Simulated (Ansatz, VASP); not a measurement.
## Two plane-wave programs on ZrB

Contents of INCAR:

```
PREC = Accurate ; ENCUT = 520
EDIFF = 1E-6 ; ISMEAR = 0
SIGMA = 0.05 ; LREAL = F
LASPH = T ; NELM = 150
ALGO = Normal ; ISIF = 2
LWAVE = F ; LCHARG = T
MAGMOM = 0 0 0 0 0 0 ; LORBIT = 11
LSORBIT = T ; GGA_COMPAT = F
LORBMOM = T ; LMAXMIX = 4
GGA = PE ; LVHAR = T
NBANDS = 27
```

KPOINTS

```
regular mesh
0
Gamma
  14 14 14
```

POSCAR

```
ZrB
1.0
    0.0000000000      2.3250000000      2.3250000000
    2.3250000000      0.0000000000      2.3250000000
    2.3250000000      2.3250000000      0.0000000000
Zr B
1 1
Direct
    0.0000000000      0.0000000000      0.0000000000
    0.5000000000      0.5000000000      0.5000000000
```

Input for Ansatz:

```yaml
crystal:
  lattice:
    - [0.0, 2.325, 2.325]
    - [2.325, 0.0, 2.325]
    - [2.325, 2.325, 0.0]
  atoms:
    - { symbol: Zr, position: [0.0, 0.0, 0.0] }
    - { symbol: B, position: [0.5, 0.5, 0.5] }
basis:
  ecutwfc: 420
kpoints:
  mp_grid: { grid: [14, 14, 14] }
hamiltonian:
  xc: pbe
  pseudopotentials: { kind: paw_fr }
scf:
  occupations: { method: gaussian, width: 0.05 }
output:
  forces: true
  eigenvalues: true
  eigenstates:
    nscf_kmesh: { grid: [28, 28, 28] }
    top_band: c12
    de_dk: true
    localisation: true
  stress: true
checkpoint:
  write: ck
  compress: false
  write_wavefunctions: false
  write_every: 100000
magnetization:
  noncollinear: true
  spin_orbit: true
```

Alike in both runs: task single point; functional PBE; k mesh 14 × 14 × 14; occupations gaussian, width 0.05 eV; non-collinear spin, spin-orbit coupling.

|  | VASP | Ansatz |
| --- | --- | --- |
| version | VASP 6.6.1 | Ansatz 0.2.0 |
| potentials or method | VASP PAW PBE potentials, release 64 (Zr_sv, B), cutoff 520 eV | plane waves, PAW |
| valence electrons in the cell | 15 | 15 |

|  | VASP | Ansatz | Ansatz less VASP |
| --- | --- | --- | --- |
| net moment per atom (μB) | 0.00 | 0.00 | 0.000 |
